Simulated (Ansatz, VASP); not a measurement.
# Li2Se in VASP and in Ansatz

The input POSCAR:

```
Li2Se
1.0
    2.8999270758      2.8999270758      0.0000000000
   -2.8999270758      2.8999270758      0.0000000000
    0.0000000000      2.8999270758      2.8999270758
Li Se
2 1
Direct
    0.2500000000      0.7500000000      0.5000000000
    0.7500000000      0.2500000000      0.5000000000
    0.0000000000      0.0000000000      0.0000000000
```

INCAR.step1

```
SYSTEM = Li2Se
ALGO = Normal
EDIFF = 1E-5
ENCUT = 830
GGA = PE
GGA_COMPAT = .FALSE.
ISMEAR = 0
LASPH = .TRUE.
LCHARG = .FALSE.
LREAL = .FALSE.
LWAVE = .TRUE.
NBANDS = 13
NELM = 120
PREC = Accurate
SIGMA = 0.01
```

Contents of INCAR.step2:

```
SYSTEM = Li2Se
ALGO = Normal
EDIFF = 1E-6
ENCUT = 830
GGA_COMPAT = .FALSE.
ISIF = 2
ISMEAR = 0
ISTART = 1
LASPH = .TRUE.
LCHARG = .TRUE.
LELF = .TRUE.
LMIXTAU = .TRUE.
LREAL = .FALSE.
LVHAR = .TRUE.
LWAVE = .FALSE.
METAGGA = R2SCAN
NBANDS = 13
NELM = 120
PREC = Accurate
SIGMA = 0.01
```

File KPOINTS:

```
k-points
0
G
  8 8 8
  0 0 0
```

Input for Ansatz:

```yaml
crystal:
  lattice:
    - [2.89992707582, 2.89992707582, 0.0]
    - [-2.89992707582, 2.89992707582, 0.0]
    - [0.0, 2.89992707582, 2.89992707582]
  atoms:
    - { symbol: Li, position: [0.25, 0.75, 0.5] }
    - { symbol: Li, position: [0.75, 0.25, 0.5] }
    - { symbol: Se, position: [0.0, 0.0, 0.0] }
kpoints:
  mp_grid: { grid: [8, 8, 8] }
scf:
  occupations: { method: fixed }
  convergence: { dr2_threshold: 1.0e-10 }
hamiltonian:
  xc: r2scan
  pseudopotentials: { kind: paw }
output:
  forces: true
  stress: true
  eigenstates:
    kpoints:
      - [0.0, 0.0, 0.0]
      - [-0.5, 0.5, 0.0]
      - [-0.5, -0.5, -0.5]
      - [0.0, 0.0, -0.5]
      - [0.0, -0.5, -0.5]
      - [0.0, 0.5, 0.0]
      - [-0.5, 0.0, 0.0]
      - [-0.5, 0.0, -0.5]
  eigenvalues: true
```

Alike in both runs: task single point; functional r2SCAN; k mesh 8 × 8 × 8; no spin polarisation.

|  | VASP | Ansatz |
| --- | --- | --- |
| version | VASP 6.6.1 | Ansatz 0.2.0 |
| potentials or method | VASP PAW PBE potentials, release 64 (Li_sv, Se) | PAW with Ansatz's default frozen-core files, scalar-relativistic |
| plane-wave cutoff (eV) | 830 | 500 |
| occupations | gaussian, width 0.01 eV | fixed |
| valence electrons in the cell | 12 | 22 |

|  | VASP | Ansatz | Ansatz less VASP |
| --- | --- | --- | --- |
| gap on the k mesh at the Fermi level (eV) | 3.37 | 3.39 | +0.021 |
| pressure (GPa) | 3.9 | 4.0 | +0.13 |

VASP's potentials were made for PBE, not for r2SCAN. VASP's potentials hold 12 valence electrons a cell and Ansatz's 22, so a difference there can come from the potentials and not from the codes.
